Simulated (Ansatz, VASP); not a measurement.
# Rh: VASP beside Ansatz

The input INCAR:

```
SYSTEM = Rh
PREC = Accurate
ENCUT = 520
EDIFF = 1E-7
ISMEAR = 0
SIGMA = 0.15
LREAL = .FALSE.
LASPH = .TRUE.
NELM = 100
ALGO = Fast
ISIF = 2
LWAVE = .FALSE.
LCHARG = .TRUE.
GGA = PE
LELF = .TRUE.
LVHAR = .TRUE.
NBANDS = 22
```

File KPOINTS:

```
regular mesh
0
G
  18 18 10
  0 0 0
```

File POSCAR:

```
Rh
1.0
    2.7794000000      0.0000000000      0.0000000000
   -1.3897000000      2.4070310073      0.0000000000
    0.0000000000      0.0000000000      4.7359000000
Rh
2
Direct
    0.6666666667      0.3333333333      0.7500000000
    0.3333333333      0.6666666667      0.2500000000
```

Input for Ansatz:

```yaml
crystal:
  lattice:
    - [2.7794, 0.0, 0.0]
    - [-1.3897, 2.4070310073, 0.0]
    - [0.0, 0.0, 4.7359]
  atoms:
    - { symbol: Rh, position: [0.6666666667, 0.3333333333, 0.75] }
    - { symbol: Rh, position: [0.3333333333, 0.6666666667, 0.25] }
basis:
  ecutwfc: 420
kpoints:
  mp_grid: { grid: [18, 18, 10] }
hamiltonian:
  xc: pbe
  pseudopotentials: { kind: paw, azcp: { folder: soft_1 } }
scf:
  occupations: { method: gaussian, width: 0.15 }
output:
  forces: true
  stress: true
  eigenvalues: true
```

Alike in both runs: task single point; functional PBE; k mesh 18 × 18 × 10; occupations gaussian, width 0.15 eV; no spin polarisation.

|  | VASP | Ansatz |
| --- | --- | --- |
| version | VASP 6.6.1 | Ansatz 0.2.0 |
| potentials or method | VASP PAW PBE potentials, release 64 (Rh_pv), cutoff 520 eV | scalar-relativistic, plane waves, PAW |
| valence electrons in the cell | 30 | 34 |

VASP gave:

* gap on the k mesh at the Fermi level (eV): none
* pressure (GPa): -21.2
* traceless stress, the component that is largest in VASP (GPa): -5.61

Question: Estimate Ansatz's values.

Answer: gap on the k mesh at the Fermi level (eV): none; pressure (GPa): -21.3; traceless stress, the component that is largest in VASP (GPa): -5.59.

A gap of «none» marks a metal or a gap that the smearing closes. VASP's potentials hold 30 valence electrons a cell and Ansatz's 34, so a difference there can come from the potentials and not from the codes.
